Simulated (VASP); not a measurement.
A run of VASP 6.6.1 is set up as follows.

Contents of POSCAR:

```
BN
1.0
    0.0000000000      1.8232337647      1.8232337647
    1.8232337647      0.0000000000      1.8232337647
    1.8232337647      1.8232337647      0.0000000000
B N
1 1
Direct
    0.0000000000      0.0000000000      0.0000000000
    0.2500000000      0.2500000000      0.2500000000
```

Contents of INCAR.step1:

```
PREC     = Accurate       # precision mode
ENCUT    = 1460           # plane-wave cutoff, eV
ISMEAR   = 0              # smearing method
SIGMA    = 0.01           # smearing width, eV
LREAL    = F              # projectors in reciprocal space
LASPH    = T              # aspherical terms in the spheres
NELM     = 120            # most SCF steps
NBANDS   = 11             # bands
GGA      = PE             # functional
ALGO     = Normal         # electronic algorithm
EDIFF    = 1E-5           # SCF threshold, eV
LWAVE    = T              # write WAVECAR
LCHARG   = F              # write CHGCAR
GGA_COMPAT= F
```

Contents of INCAR.step2:

```
PREC     = Accurate       # precision mode
ENCUT    = 1460           # plane-wave cutoff, eV
EDIFF    = 1E-6           # SCF threshold, eV
ISMEAR   = 0              # smearing method
SIGMA    = 0.01           # smearing width, eV
LREAL    = F              # projectors in reciprocal space
LASPH    = T              # aspherical terms in the spheres
NELM     = 120            # most SCF steps
ALGO     = Normal         # electronic algorithm
ISIF     = 2              # what is computed and relaxed
LWAVE    = F              # write WAVECAR
LCHARG   = F              # write CHGCAR
METAGGA  = R2SCAN         # meta-GGA
LMIXTAU  = T            
NBANDS   = 11             # bands
ISTART   = 1            
GGA_COMPAT= F
```

Contents of KPOINTS:

```
regular mesh
0
Gamma
  12 12 12
```

Potentials or basis: VASP PAW PBE potentials, release 64 (B_h, N_h).

Launch:

```console
$ cat potpaw_PBE.64/B_h/POTCAR potpaw_PBE.64/N_h/POTCAR > POTCAR
$ cp INCAR.step1 INCAR
$ mpirun -np 1 vasp_std > vasp.out
$ cp INCAR.step2 INCAR
$ mpirun -np 1 vasp_std > vasp.out
```

Estimate the band gap on the k mesh.

4.96 eV (least direct gap 9.42 eV).

Estimate the pressure.

-11.7 GPa.

Caveat: the cell differs from its parent crystal (strain +1.0%); the cell stands under tension; the PAW data sets were made with another functional, which shifts forces and pressure a little. A k mesh can miss the band edges.
